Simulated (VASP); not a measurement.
A run of VASP 6.6.1 is set up as follows.

File INCAR:

```
SYSTEM = SnO2
PREC     = Accurate       ! precision mode
ENCUT    = 520            ! plane-wave cutoff, eV
EDIFF    = 1E-6           ! SCF threshold, eV
ISMEAR   = 0              ! smearing method
SIGMA    = 0.01           ! smearing width, eV
LREAL    = Auto         
LASPH    = .True.         ! aspherical terms in the spheres
NELM     = 60             ! most SCF steps
ALGO     = Normal         ! electronic algorithm
ISIF     = 2              ! what is computed and relaxed
LWAVE    = .False.        ! write WAVECAR
LCHARG   = .False.        ! write CHGCAR
GGA      = PE             ! functional
NBANDS   = 122            ! bands
```

File KPOINTS:

```
regular mesh
0
Gamma
  3 3 3
  0 0 0
```

Contents of POSCAR:

```
SnO2
1.0
    4.8265176369     -4.8283676022      0.0000000000
    4.8265176369      4.8283676022      0.0000000000
   -4.8265176369      0.0000000000      6.4763333159
Sn O
8 16
Direct
    0.1250000000      0.6250000000      0.2500000000
    0.3750000000      0.8750000000      0.7500000000
    0.6250000000      0.1250000000      0.2500000000
    0.8750000000      0.3750000000      0.7500000000
    0.0000000000      0.0000000000      0.0000000000
    0.2500000000      0.2500000000      0.5000000000
    0.5000000000      0.5000000000      0.0000000000
    0.7500000000      0.7500000000      0.5000000000
    0.9999173089      0.3065789386      0.0000000000
    0.2499173089      0.5565789386      0.5000000000
    0.4999173089      0.8065789386      0.0000000000
    0.7499173089      0.0565789386      0.5000000000
    0.4315789386      0.6249173089      0.2500000000
    0.6815789386      0.8749173089      0.7500000000
    0.9315789386      0.1249173089      0.2500000000
    0.1815789386      0.3749173089      0.7500000000
    0.8184210614      0.6250826911      0.2500000000
    0.0684210614      0.8750826911      0.7500000000
    0.3184210614      0.1250826911      0.2500000000
    0.5684210614      0.3750826911      0.7500000000
    0.0000826911      0.6934210614      0.0000000000
    0.2500826911      0.9434210614      0.5000000000
    0.5000826911      0.1934210614      0.0000000000
    0.7500826911      0.4434210614      0.5000000000
```

Potentials or basis: VASP PAW PBE potentials, release 64 (Sn_d, O).

Run with:

```console
$ cat potpaw_PBE.64/Sn_d/POTCAR potpaw_PBE.64/O/POTCAR > POTCAR
$ mpirun -np 1 vasp_std > vasp.out
```

Q: Estimate the largest force.

A: 0.017 eV/Å.

Q: Predict the band gap on the k mesh.

A: 0.67 eV.

Q: Estimate the pressure.

A: 0.6 GPa.

Stress tensor (GPa, compression positive):
```
0.49 0.00 0.00
0.00 0.49 0.00
0.00 0.00 0.72
```

Caveat: semilocal functionals underestimate gaps, and a narrow one can read as zero; spin-orbit coupling is left out, which moves the levels of the heavy elements.
